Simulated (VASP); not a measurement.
# BN in VASP: further runs, part 2 of 2

VASP 6.6.1. The steps go on from the part before.

## 3. Single point, PBEsol

INCAR

```
PREC = Accurate
ENCUT = 520
EDIFF = 1E-6
ISMEAR = 1
SIGMA = 0.2
LREAL = F
LASPH = T
NELM = 100
ALGO = Normal
ISIF = 2
LWAVE = F
LCHARG = F
LDIPOL = T
IDIPOL = 3
DIPOL = 0.5 0.5 0.500
GGA = PS
NBANDS = 26
```

KPOINTS

```
regular mesh
0
Gamma
  12 12 1
```

POSCAR

```
BN
1.0
    2.5043488730      0.0000000000      0.0000000000
   -1.2521744365      2.1688297439      0.0000000000
    0.0000000000      0.0000000000     25.5286415822
B N
4 4
Direct
    0.6666666667      0.3333333333      0.2937876650
    0.3333333333      0.6666666667      0.4312625550
    0.6666666667      0.3333333333      0.5687374450
    0.3333333333      0.6666666667      0.7062123350
    0.3333333333      0.6666666667      0.2937876650
    0.6666666667      0.3333333333      0.4312625550
    0.3333333333      0.6666666667      0.5687374450
    0.6666666667      0.3333333333      0.7062123350
```

Potentials or basis: VASP PAW PBE potentials, release 64 (B, N).

On the command line:

```sh
$ cat potpaw_PBE.64/B/POTCAR potpaw_PBE.64/N/POTCAR > POTCAR
$ mpirun -np 1 vasp_std > vasp.out
```

OUTCAR:

```text
PREC = Accurate
   ENCUT = 520
   EDIFF = 1E-6
   ISMEAR = 1
   LREAL = F
   LASPH = T
   NELM = 100
   ISIF = 2
   GGA = PS

 ion  position               nearest neighbor table
   1  0.667  0.333  0.294-   5 1.45   5 1.45   5 1.45
   2  0.333  0.667  0.431-   6 1.45   6 1.45   6 1.45
   3  0.667  0.333  0.569-   7 1.45   7 1.45   7 1.45
   4  0.333  0.667  0.706-   8 1.45   8 1.45   8 1.45
   5  0.333  0.667  0.294-   1 1.45   1 1.45   1 1.45
   6  0.667  0.333  0.431-   2 1.45   2 1.45   2 1.45
   7  0.333  0.667  0.569-   3 1.45   3 1.45   3 1.45
   8  0.667  0.333  0.706-   4 1.45   4 1.45   4 1.45

  LATTYP: Found a hexagonal cell.
 ALAT       =     2.5043488730
 C/A-ratio  =    10.1937241482

  Lattice vectors:

 A1 = (   2.5043488730,   0.0000000000,   0.0000000000)
 A2 = (  -1.2521744365,   2.1688297439,   0.0000000000)
 A3 = (   0.0000000000,   0.0000000000,  25.5286415822)

Analysis of symmetry for initial positions (statically):
=====================================================================
 Subroutine PRICEL returns:
 Original cell was already a primitive cell.

 Routine SETGRP: Setting up the symmetry group for a
 hexagonal supercell.

 Subroutine GETGRP returns: Found 12 space group operations
 (whereof 12 operations were pure point group operations)
 out of a pool of 24 trial point group operations.

The static configuration has the point symmetry D_3d.

Analysis of symmetry for dynamics (positions and initial velocities):
=====================================================================
 Subroutine PRICEL returns:
 Original cell was already a primitive cell.

 Routine SETGRP: Setting up the symmetry group for a
 hexagonal supercell.

 Subroutine GETGRP returns: Found 12 space group operations
 (whereof 12 operations were pure point group operations)
 out of a pool of 24 trial point group operations.

The dynamic configuration has the point symmetry D_3d.

 Subroutine INISYM returns: Found 12 space group operations
 (whereof 12 operations are pure point group operations),
 and found     1 'primitive' translations

----------------------------------------------------------------------------------------

                                     Primitive cell

  volume of cell :     138.6590

  direct lattice vectors                    reciprocal lattice vectors
     2.504348873  0.000000000  0.000000000     0.399305389  0.230539074  0.000000000
    -1.252174437  2.168829744  0.000000000     0.000000000  0.461078147  0.000000000
     0.000000000  0.000000000 25.528641582     0.000000000  0.000000000  0.039171689

  length of vectors
     2.504348873  2.504348873 25.528641582     0.461078147  0.461078147  0.039171689

  position of ions in fractional coordinates (direct lattice)
     0.666666667  0.333333333  0.293787665
     0.333333333  0.666666667  0.431262555
     0.666666667  0.333333333  0.568737445
     0.333333333  0.666666667  0.706212335
     0.333333333  0.666666667  0.293787665
     0.666666667  0.333333333  0.431262555
     0.333333333  0.666666667  0.568737445
     0.666666667  0.333333333  0.706212335

[... 56 lines left out ...]
  0.333333  0.250000  0.000000     12.000000
  0.333333  0.333333  0.000000      2.000000
   k-points           NKPTS =     19   k-points in BZ     NKDIM =     19   number of bands    NBANDS=     26
   number of dos      NEDOS =    301   number of ions     NIONS =      8
   total plane-waves  NPLWV =  76800
   dimension x,y,z NGX =    20 NGY =   20 NGZ =  192
   dimension x,y,z NGXF=    40 NGYF=   40 NGZF=  384
   ions per type =               4   4
   NGX,Y,Z   is equivalent  to a cutoff of  13.28, 13.28, 12.50 a.u.
   NGXF,Y,Z  is equivalent  to a cutoff of  26.55, 26.55, 25.01 a.u.
 SYSTEM =  unknown system
   PREC   = accura    normal or accurate (medium, high low for compatibility)
   ISTART =      0    job   : 0-new  1-cont  2-samecut
   ICHARG =      2    charge: 1-file 2-atom 10-const
   ISPIN  =      1    spin polarized calculation?
   LNONCOLLINEAR =      F non collinear calculations
   LSORBIT =      F    spin-orbit coupling
   LASPH  =      T    aspherical Exc in radial PAW
   ENCUT  =  520.0 eV  38.22 Ry    6.18 a.u.   4.66  4.66 47.47*2*pi/ulx,y,z
   NELM   =    100;   NELMIN=  2; NELMDL= -5     # of ELM steps
   EDIFF  = 0.1E-05   stopping-criterion for ELM
   LREAL  =      F    real-space projection
   EDIFFG = 0.1E-04   stopping-criterion for IOM
   NSW    =      0    number of steps for IOM
   IBRION =     -1    ionic relax: 0-MD 1-quasi-New 2-CG
   NFREE  =      0    steps in history (QN), initial steepest desc. (CG)
   ISIF   =      2    stress and relaxation
   ISYM   =      2    0-nonsym 1-usesym 2-fastsym
   POTIM  = 0.5000    time-step for ionic-motion
   TEBEG  =    0.0;   TEEND  =   0.0 temperature during run
   PSTRESS=    0.0 pullay stress
   NELECT =      32.0000    total number of electrons
   NUPDOWN=      -1.0000    fix difference up-down
   EMIN   =  10.00;   EMAX   =-10.00  energy-range for DOS
   EFERMI =   0.00;   METHOD = LEGACY
   ISMEAR =     1;   SIGMA  =   0.20  broadening in eV -4-tet -1-fermi 0-gaus
   EFERMI_NEDOS =   21; number of points for ismear=-14 and -15
   IALGO  =     38    algorithm
   IMIX   =      4    mixing-type and parameters
     AMIX     =   0.40;   BMIX     =  1.00
     AMIX_MAG =   1.60;   BMIX_MAG =  1.00
  volume/ion in A,a.u.               =      17.33       116.96
  Fermi-wavevector in a.u.,A,eV,Ry     =   1.004174  1.897613 13.719635  1.008365
  Thomas-Fermi vector in A             =   2.136773
   LORBIT       =      0    0 simple, 1 ext, 2 COOP (PROOUT), +10 PAW based schemes
   GGA     = PS    functional components
   LHFCALC =     F    Hartree Fock is set to
   AEXX    =    0.0000 exact exchange contribution
   IVDW    =     0    specifies the selected vdW correction
   LEPSILON=     F    determine dielectric tensor
   LRPA    =     F    only Hartree local field effects (RPA)
 non-spin polarized calculation
 Methfessel and Paxton  Order N= 1 SIGMA  =   0.20
  energy-cutoff  :      520.00
  volume of cell :      138.66
 maximum number of plane-waves:      3767
 NGX is ok and might be reduce to    20

 number of electron      31.9999999 magnetization

 dipolmoment           0.000000      0.000000     -0.000000 electrons x Angstroem

 Free energy of the ion-electron system (eV)
  ---------------------------------------------------
  ext. energy  EPLUGINS =         0.00000000
  ---------------------------------------------------
  free energy    TOTEN  =       -73.12960673 eV

  energy without entropy =      -73.13246305  energy(sigma->0) =      -73.13055884

 E-fermi :  -1.5769     XC(G=0):  -5.7329

 val. band max:       -1.6867331129   @ k =   0.3333   0.3333   0.0000
 cond. band min:       2.6425215723   @ k =   0.5000   0.0000   0.0000
 fundamental gap:      4.3292546853
 Fermi energy:        -1.5768601698

 k-point     1 :       0.0000    0.0000    0.0000
  band No.  band energies     occupation
      1     -19.3740      2.00000
      2     -19.3337      2.00000
      3     -19.2720      2.00000
      4     -19.2140      2.00000
      5      -7.6060      2.00000
      6      -7.2375      2.00000
[... 540 lines left out ...]
     25      11.5062      0.00000
     26      11.7894      0.00000

------------------------ aborting loop because EDIFF is reached ----------------------------------------

 vacuum level on the upper side and lower side of the slab       (xc-potential included)        -0.164        -0.164

  FORCE on cell =-STRESS in cart. coord.  units (eV):
  Direction    XX          YY          ZZ          XY          YZ          ZX
  --------------------------------------------------------------------------------------
  -------------------------------------------------------------------------------------
  Total        0.1936398      0.1936398     -0.0522859      0.0000000      0.0000000     -0.0000000
  in kB        2.2374701      2.2374701     -0.6041537      0.0000000      0.0000000     -0.0000000
  external PRESSURE =       1.2902622 kB  Pullay stress =       0.0000000 kB

 VOLUME and BASIS-vectors are now :
 -----------------------------------------------------------------------------
  energy-cutoff  :      520.00
  volume of cell :      138.66
      direct lattice vectors                 reciprocal lattice vectors
     2.504348873  0.000000000  0.000000000     0.399305389  0.230539074  0.000000000
    -1.252174437  2.168829744  0.000000000     0.000000000  0.461078147  0.000000000
     0.000000000  0.000000000 25.528641582     0.000000000  0.000000000  0.039171689

 POSITION                                       TOTAL-FORCE (eV/Angst)
 -----------------------------------------------------------------------------------
      1.25217      0.72294      7.50000        -0.000000      0.000000      0.027113
     -0.00000      1.44589     11.00955         0.000000     -0.000000      0.002195
      1.25217      0.72294     14.51909        -0.000000      0.000000     -0.002195
     -0.00000      1.44589     18.02864         0.000000     -0.000000     -0.027113
     -0.00000      1.44589      7.50000         0.000000      0.000000     -0.029764
      1.25217      0.72294     11.00955        -0.000000      0.000000     -0.002042
     -0.00000      1.44589     14.51909         0.000000     -0.000000      0.002042
      1.25217      0.72294     18.02864         0.000000     -0.000000      0.029764
 -----------------------------------------------------------------------------------
    total drift:                                0.000000     -0.000000     -0.000000

  FREE ENERGIE OF THE ION-ELECTRON SYSTEM (eV)
  ---------------------------------------------------
  free  energy   TOTEN  =       -73.1296067346 eV

  energy  without entropy=      -73.1324630529  energy(sigma->0) =      -73.13055884

 vacuum level on the upper side and lower side of the slab         4.116         4.116
```

Wall time 92 s (1 thread of Intel Xeon Platinum 8259CL at 2.50GHz (Skylake/Cascade Lake), shared host); peak memory 0.27 GiB.

Results:

```yaml
Free_energy: -73.1296 eV
Largest_force: 0.030 eV/Å
Band_gap_on_the_k_mesh: 4.33 eV, indirect (least direct gap 4.62 eV)
```

Forces on the atoms (eV/Å):
```
B    0.000  0.000  0.027
B    0.000  0.000  0.002
B    0.000  0.000 -0.002
B    0.000  0.000 -0.027
N    0.000  0.000 -0.030
N    0.000  0.000 -0.002
N    0.000  0.000  0.002
N    0.000  0.000  0.030
```

Caveat: the PAW data sets were made with another functional, which shifts forces and pressure a little.

## 4. Single point, PBE

INCAR

```
SYSTEM = BN
PREC = Accurate
ENCUT = 520
EDIFF = 1E-6
ISMEAR = 0
SIGMA = 0.05
LREAL = .False.
LASPH = .True.
NELM = 100
ALGO = Normal
ISIF = 2
LWAVE = .False.
LCHARG = .False.
LDIPOL = .True.
IDIPOL = 3
DIPOL = 0.5 0.5 0.500
GGA = PE
NBANDS = 26
```

KPOINTS

```
Automatic mesh
0
Gamma
  12 12 1
  0 0 0
```

POSCAR is that of step 3.

On the command line:

```sh
$ cat potpaw_PBE.64/B/POTCAR potpaw_PBE.64/N/POTCAR > POTCAR
$ mpirun -np 1 vasp_std > vasp.out
```

Run time: 94 s. Hardware: 1 thread of Intel Xeon Platinum 8259CL at 2.50GHz (Skylake/Cascade Lake), shared host; peak memory 0.27 GiB.

Results (log left out):

```yaml
Free_energy: -70.3706 eV
Largest_force: 0.036 eV/Å
Band_gap_on_the_k_mesh: 4.41 eV, indirect (least direct gap 4.68 eV)
```

Forces on the atoms (eV/Å):
```
B    0.000  0.000 -0.015
B    0.000  0.000  0.000
B    0.000  0.000  0.000
B    0.000  0.000  0.015
N    0.000  0.000 -0.036
N    0.000  0.000  0.000
N    0.000  0.000  0.000
N    0.000  0.000  0.036
```

Levels at points of the mesh, in eV from the valence-band top:
```tsv
k point	band 14	band 15	band 16	band 17	band 18	band 19
(0.00, 0.00, 0.00)	-1.32	-1.32	-1.32	4.81	5.03	5.72
(0.50, 0.00, 0.00)	-1.02	-0.79	-0.62	4.41	4.62	4.95
```

## 5. Single point, PBEsol

INCAR

```
SYSTEM = BN
  PREC = Accurate
  ENCUT = 520
  EDIFF = 1E-6
  ISMEAR = 0
  SIGMA = 0.01
  LREAL = .False.
  LASPH = .True.
  NELM = 80
  ALGO = Normal
  ISIF = 2
  LWAVE = .False.
  LCHARG = .False.
  LDIPOL = .True.
  IDIPOL = 3
  DIPOL = 0.5 0.5 0.500
  GGA = PS
  NBANDS = 26
```

KPOINTS is that of step 4.

POSCAR is that of step 4.

On the command line:

```sh
$ cat potpaw_PBE.64/B/POTCAR potpaw_PBE.64/N/POTCAR > POTCAR
$ mpirun -np 1 vasp_std > vasp.out
```

Run time: 91 s. Hardware: 1 thread of Intel Xeon Platinum 8259CL at 2.50GHz (Skylake/Cascade Lake), shared host; peak memory 0.27 GiB.

Results (log left out):

| Item | Value |
| --- | --- |
| Free energy | -73.1310 eV |
| Largest force | 0.027 eV/Å |
| Band gap on the k mesh | 4.32 eV, indirect (least direct gap 4.62 eV) |

Forces in eV/Å, atoms in the order of the input:
```
B    0.000  0.000  0.026
B    0.000  0.000  0.000
B    0.000  0.000  0.000
B    0.000  0.000 -0.026
N    0.000  0.000 -0.027
N    0.000  0.000  0.000
N    0.000  0.000  0.000
N    0.000  0.000  0.027
```

Levels at points of the mesh, in eV from the valence-band top:
```csv
k point,band 12,band 13,band 14,band 15,band 16,band 17,band 18,band 19,band 20,band 21
"(0.00, 0.00, 0.00)",-1.30,-1.30,-1.30,-1.29,-1.29,4.79,5.11,5.71,6.53,6.77
"(0.50, 0.00, 0.00)",-4.10,-1.24,-1.04,-0.80,-0.62,4.32,4.54,4.88,5.22,9.49
```

Caveat: the PAW data sets were made with another functional, which shifts forces and pressure a little.

## 6. Single point, PBEsol

This run uses another cell than the first one: it holds 16 atoms, not 8.

INCAR

```
SYSTEM = BN
PREC = Accurate
ENCUT = 520
EDIFF = 1E-6
ISMEAR = 0
SIGMA = 0.05
LREAL = Auto
LASPH = .True.
NELM = 100
ALGO = Normal
ISIF = 2
LWAVE = .False.
LCHARG = .True.
LDIPOL = .True.
IDIPOL = 3
DIPOL = 0.5 0.5 0.500
GGA = PS
LELF = .True.
LVHAR = .True.
LVACPOTAV = .True.
NBANDS = 46
```

KPOINTS

```
regular mesh
0
Gamma
  12 12 1
  0 0 0
```

POSCAR

```
BN
1.0
    2.5043488730      0.0000000000      0.0000000000
   -1.2521744365      2.1688297439      0.0000000000
    0.0000000000      0.0000000000     39.5668303585
B N
8 8
Direct
    0.6666666667      0.3333333333      0.1895527120
    0.3333333333      0.6666666667      0.2782519371
    0.6666666667      0.3333333333      0.3669511623
    0.3333333333      0.6666666667      0.4556503874
    0.6666666667      0.3333333333      0.5443496126
    0.3333333333      0.6666666667      0.6330488377
    0.6666666667      0.3333333333      0.7217480629
    0.3333333333      0.6666666667      0.8104472880
    0.3333333333      0.6666666667      0.1895527120
    0.6666666667      0.3333333333      0.2782519371
    0.3333333333      0.6666666667      0.3669511623
    0.6666666667      0.3333333333      0.4556503874
    0.3333333333      0.6666666667      0.5443496126
    0.6666666667      0.3333333333      0.6330488377
    0.3333333333      0.6666666667      0.7217480629
    0.6666666667      0.3333333333      0.8104472880
```

Potentials or basis: VASP PAW PBE potentials, release 64 (B, N).

On the command line:

```sh
$ cat potpaw_PBE.64/B/POTCAR potpaw_PBE.64/N/POTCAR > POTCAR
$ mpirun -np 1 vasp_std > vasp.out
```

Run time: 6.6 min. Hardware: 1 thread of Intel Xeon Platinum 8259CL at 2.50GHz (Skylake/Cascade Lake), shared host; peak memory 0.39 GiB.

Results (log left out):

* Free energy: -146.2778 eV
* Largest force: 0.027 eV/Å
* Band gap on the k mesh: 4.27 eV, indirect (least direct gap 4.60 eV)

Forces on the atoms (eV/Å):
```
B    0.000  0.000  0.025
B    0.000  0.000  0.001
B    0.000  0.000 -0.001
B    0.000  0.000 -0.001
B    0.000  0.000  0.001
B    0.000  0.000  0.001
B    0.000  0.000 -0.001
B    0.000  0.000 -0.025
N    0.000  0.000 -0.027
N    0.000  0.000  0.000
N    0.000  0.000  0.000
N    0.000  0.000  0.000
N    0.000  0.000  0.000
N    0.000  0.000  0.000
N    0.000  0.000  0.000
N    0.000  0.000  0.027
```

Levels at points of the mesh, in eV from the valence-band top:
```csv
k point,band 28,band 29,band 30,band 31,band 32,band 33,band 34,band 35,band 36,band 37
"(0.00, 0.00, 0.00)",-1.30,-1.29,-1.29,-1.29,-1.29,4.78,4.91,5.17,5.64,6.02
"(0.50, 0.00, 0.00)",-0.99,-0.86,-0.73,-0.64,-0.58,4.27,4.33,4.43,4.59,4.78
```

Caveat: the PAW data sets were made with another functional, which shifts forces and pressure a little.

## 7. Overview

| level | potentials or basis | cell | smearing | gap on the mesh (eV) | largest force (eV/Å) |
| --- | --- | --- | --- | --- | --- |
| LDA | VASP PAW LDA potentials, release 64 (B, N) | a = 2.504, b = 2.504, c = 25.529 Å, angles 90.0, 90.0, 120.0°, 8 atoms | gaussian 0.05 eV | 4.22 | 0.05 |
| PBEsol | VASP PAW PBE potentials, release 64 (B, N) | a = 2.504, b = 2.504, c = 25.529 Å, angles 90.0, 90.0, 120.0°, 8 atoms | methfessel-paxton 0.2 eV | 4.33 | 0.03 |
| PBE | VASP PAW PBE potentials, release 64 (B, N) | a = 2.504, b = 2.504, c = 25.529 Å, angles 90.0, 90.0, 120.0°, 8 atoms | gaussian 0.05 eV | 4.41 | 0.04 |
| PBEsol | VASP PAW PBE potentials, release 64 (B, N) | a = 2.504, b = 2.504, c = 25.529 Å, angles 90.0, 90.0, 120.0°, 8 atoms | gaussian 0.01 eV | 4.32 | 0.03 |
| PBEsol | VASP PAW PBE potentials, release 64 (B, N) | a = 2.504, b = 2.504, c = 39.567 Å, angles 90.0, 90.0, 120.0°, 16 atoms | gaussian 0.05 eV | 4.27 | 0.03 |

Alike in all rows: task single point; no spin polarisation; k mesh 12 × 12 × 1; cutoff (eV) 520.

Caveats: the PAW data sets were made with another functional, which shifts forces and pressure a little (some runs).

Absolute energies hang on the potentials; compare differences alone.
